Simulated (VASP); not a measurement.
Here is a VASP 6.6.1 calculation.

Contents of POSCAR:

```
SnSe
1.0
    0.0000000000      3.0100000000      3.0401000000
    3.0100000000      0.0000000000      3.0401000000
    3.0100000000      3.0100000000      0.0000000000
Sn Se
1 1
Direct
    0.0000000000      0.0000000000      0.0000000000
    0.5000000000      0.5000000000      0.5000000000
```

INCAR.step1

```
  PREC = Accurate
  ENCUT = 520
  ISMEAR = 0
  SIGMA = 0.05
  LREAL = F
  LASPH = T
  NELM = 100
  NBANDS = 17
  GGA = PE
  ALGO = Normal
  EDIFF = 1E-4
  LWAVE = T
  LCHARG = F
```

File INCAR.step2:

```
  PREC = Accurate
  ENCUT = 520
  EDIFF = 1E-6
  ISMEAR = 0
  SIGMA = 0.05
  LREAL = F
  LASPH = T
  NELM = 100
  ALGO = Normal
  ISIF = 2
  LWAVE = F
  LCHARG = T
  METAGGA = R2SCAN
  LMIXTAU = T
  LELF = T
  LVHAR = T
  NBANDS = 17
  ISTART = 1
```

The input KPOINTS:

```
Automatic mesh
0
Gamma
  10 10 10
```

Potentials or basis: VASP PAW PBE potentials, release 64 (Sn_d, Se).

Launch:

```sh
$ cat potpaw_PBE.64/Sn_d/POTCAR potpaw_PBE.64/Se/POTCAR > POTCAR
$ cp INCAR.step1 INCAR
$ mpirun -np 1 vasp_std > vasp.out
$ cp INCAR.step2 INCAR
$ mpirun -np 1 vasp_std > vasp.out
```

What does it give for the band gap on the k mesh?

0.41 eV.

What does it give for the pressure?

-0.5 GPa.

Stress tensor (GPa, compression positive):
```
-0.15  0.00  0.00
 0.00 -0.15  0.00
 0.00  0.00 -1.30
```

Caveat: the cell differs from its parent crystal (strain +0.0100 x Voigt [0, 0, 1, 0, 0, 0]); the PAW data sets were made with another functional, which shifts forces and pressure a little; spin-orbit coupling is left out, which moves the levels of the heavy elements. A k mesh can miss the band edges.
